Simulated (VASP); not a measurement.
Write the native input for VASP 6.6.1 that does the following.

```yaml
Task: single point
Functional: PBE
Potentials_or_basis: VASP PAW PBE potentials, release 64 (As, Al, Bi_d)
Cutoff: 520 eV
k_mesh: 6 × 6 × 6
Occupations: gaussian, width 0.01 eV
Spin: no spin polarisation
Dipole_correction: no
Further_INCAR_settings: ALGO = Normal; EDIFF = 1e-06; NBANDS = 36
```

The structure of Al2BiAs lies in POSCAR:

```
Al2BiAs
1.0
   -3.0104077867      3.0104077867      5.9708897880
    3.0104077867     -3.0104077867      5.9708897880
    3.0104077867      3.0104077867     -5.9708897880
As Al Bi
2 4 2
Direct
    0.0000000000      0.0000000000      0.0000000000
    0.2500000000      0.7500000000      0.5000000000
    0.6250000000      0.6604459024      0.5354459024
    0.9104459024      0.3750000000      0.0354459024
    0.1250000000      0.0895540976      0.4645540976
    0.3395540976      0.8750000000     -0.0354459024
    0.5000000000      0.5000000000      0.0000000000
    0.7500000000      0.2500000000      0.5000000000
```

One way to write it, as run:

INCAR

```
SYSTEM = Al2BiAs
  ALGO = Normal
  EDIFF = 1E-6
  ENCUT = 520
  GGA = PE
  ISIF = 2
  ISMEAR = 0
  LASPH = .TRUE.
  LCHARG = .FALSE.
  LREAL = .FALSE.
  LWAVE = .FALSE.
  NBANDS = 36
  NELM = 80
  PREC = Accurate
  SIGMA = 0.01
```

KPOINTS

```
k-points
0
G
  6 6 6
  0 0 0
```

Potentials or basis: VASP PAW PBE potentials, release 64 (As, Al, Bi_d).

Launch:

```sh
$ cat potpaw_PBE.64/As/POTCAR potpaw_PBE.64/Al/POTCAR potpaw_PBE.64/Bi_d/POTCAR > POTCAR
$ mpirun -np 1 vasp_std > vasp.out
```

It gave:

| Item | Value |
| --- | --- |
| Pressure | 1.7 GPa |
| Largest force | 0.008 eV/Å |
| Band gap on the k mesh | 0.65 eV |

Caveat: spin-orbit coupling is left out, which moves the levels of the heavy elements.

It took 3.3 min on 1 thread of Intel(R) Xeon(R) 6975P-C (Granite Rapids), with other jobs on the host, peak memory 0.56 GiB.
